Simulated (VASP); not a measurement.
Runs of VASP 6.6.1 on CsPbBr3. The structure is that of space group R-3m (No. 166), or close to it. The cells are those of the table. 

| cell | gap on the mesh (eV) | pressure (GPa) |
| --- | --- | --- |
| a = 5.878 Å, angles 87.0°, 5 atoms | 1.37 | 0.0 |
| a = 6.405 Å, angles 109.5°, 5 atoms | (b) | (c) |
| a = 6.036 Å, angles 75.7°, 5 atoms | 1.56 | -0.2 |
| a = 6.012 Å, angles 101.4°, 5 atoms | (a) | -0.5 |
| a = 6.589 Å, angles 60.0°, 5 atoms | - | 1.8 |

Alike in all rows: task single point; level PBEsol; potentials or basis VASP PAW PBE potentials, release 64 (Cs_sv, Pb_d, Br); no spin polarisation; k mesh 6 × 6 × 6; cutoff (eV) 520; smearing gaussian 0.05 eV.

Problem. Fill in the values left out.

Solution. (a) 0.91; (b) 0.05; (c) -0.9.

Caveats: the PAW data sets were made with another functional, which shifts forces and pressure a little; spin-orbit coupling is left out, which moves the levels of the heavy elements.

A k mesh can miss the band edges, and the runs leave out spin-orbit coupling on Br, Cs, Pb.
